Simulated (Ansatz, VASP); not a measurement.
## Two plane-wave programs on BPt

```
B Pt
1.0
     3.04139    0.00000    0.00000
     0.00000    3.04139    0.00000
     0.00000    0.00000    2.87591
B Pt
1 1
Direct
  0.50000 0.50000 0.00000
  0.00000 0.00000 0.00000
```

Alike in both runs: functional PBE; k mesh 18 × 18 × 20; occupations gaussian, width 0.1 eV; no spin polarisation.

Ansatz relaxed the structure, and its values are those at the end. VASP's run is a single point on that final structure, the one shown.

|  | VASP | Ansatz |
| --- | --- | --- |
| version | VASP 6.6.1 | Ansatz 0.2.0 |
| potentials or method | VASP PAW PBE potentials, release 64 (B, Pt), cutoff 520 eV | scalar-relativistic, plane waves, PAW |
| valence electrons in the cell | 13 | 21 |

|  | VASP | Ansatz | Ansatz less VASP |
| --- | --- | --- | --- |
| gap on the k mesh at the Fermi level (eV) | none | none | - |
| pressure (GPa) | -0.1 | 0.0 | +0.06 |

A gap of «none» marks a metal or a gap that the smearing closes. VASP's potentials hold 13 valence electrons a cell and Ansatz's 21, so a difference there can come from the potentials and not from the codes.

Neither program's run includes spin-orbit coupling.
